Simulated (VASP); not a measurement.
TaN: single point with PBEsol

TaN:

```
Ta N
1.0
     2.18784   -2.18784    0.00000
     2.18784    0.00000   -2.18784
     9.90608    9.90608    9.90608
Ta N
6 6
Direct
  0.66667 0.66667 0.25767
  0.00000 0.00000 0.11043
  0.33333 0.33333 0.40491
  0.66667 0.66667 0.69939
  0.00000 0.00000 0.55215
  0.33333 0.33333 0.84663
  0.00000 0.00000 0.33129
  0.33333 0.33333 0.18405
  0.66667 0.66667 0.47853
  0.00000 0.00000 0.77301
  0.33333 0.33333 0.62577
  0.66667 0.66667 0.03681
```

This cell differs from its parent crystal: the distance across one plane changed.

```yaml
Program: VASP 6.6.1
Task: single point
Functional: PBEsol
Potentials_or_basis: VASP PAW PBE potentials, release 64 (Ta_pv, N)
Cutoff: 520 eV
k_mesh: 22 × 22 × 4
Occupations: gaussian, width 0.15 eV
Spin: no spin polarisation
Dipole_correction: no
Further_INCAR_settings: ALGO = Fast; EDIFF = 1e-06; NBANDS = 60
```

- Pressure: -5.8 GPa
- Largest force: 4.419 eV/Å
- Band gap on the k mesh: zero (bands 48 and 49 overlap by 1.77 eV)

Forces in eV/Å, atoms in the order of the input:
```
Ta  -0.195 -0.195 -0.195
Ta  -2.551 -2.551 -2.551
Ta  -0.048 -0.048 -0.048
Ta   0.049  0.049  0.049
Ta   0.074  0.074  0.074
Ta  -0.187 -0.187 -0.187
N    0.185  0.185  0.185
N    0.099  0.099  0.099
N   -0.047 -0.047 -0.047
N    0.312  0.312  0.312
N    0.160  0.160  0.160
N    2.150  2.150  2.150
```

Stress tensor (GPa, compression positive):
```
-5.85 -0.80 -0.80
-0.80 -5.85 -0.80
-0.80 -0.80 -5.85
```

Levels at points of the mesh, in eV from the Fermi level:
| k point | band 45 | band 46 | band 47 | band 48 | band 49 | band 50 | band 51 | band 52 |
| --- | --- | --- | --- | --- | --- | --- | --- | --- |
| (0.00, 0.00, 0.00) | -1.73 | -1.33 | -1.18 | -1.18 | -1.01 | -0.35 | -0.33 | -0.33 |
| (0.50, 0.00, 0.00) | -1.73 | -0.80 | 0.13 | 0.51 | 1.65 | 1.89 | 2.06 | 2.15 |
| (0.00, 0.00, 0.50) | -1.72 | -1.48 | -1.19 | -1.19 | -0.79 | -0.63 | -0.32 | -0.32 |
| (0.50, 0.00, 0.50) | -1.82 | -0.72 | 0.06 | 0.63 | 1.41 | 2.02 | 2.06 | 2.19 |

Run time: 30 min on 4 MPI ranks on Oxide Virtual Turin-like Processor, on a shared host, peak memory 1.1 GiB a rank.

Caveat: the cell differs from its parent crystal (the distance across one plane changed); the cell stands under tension; the PAW data sets were made with another functional, which shifts forces and pressure a little; spin-orbit coupling is left out, which moves the levels of the heavy elements.
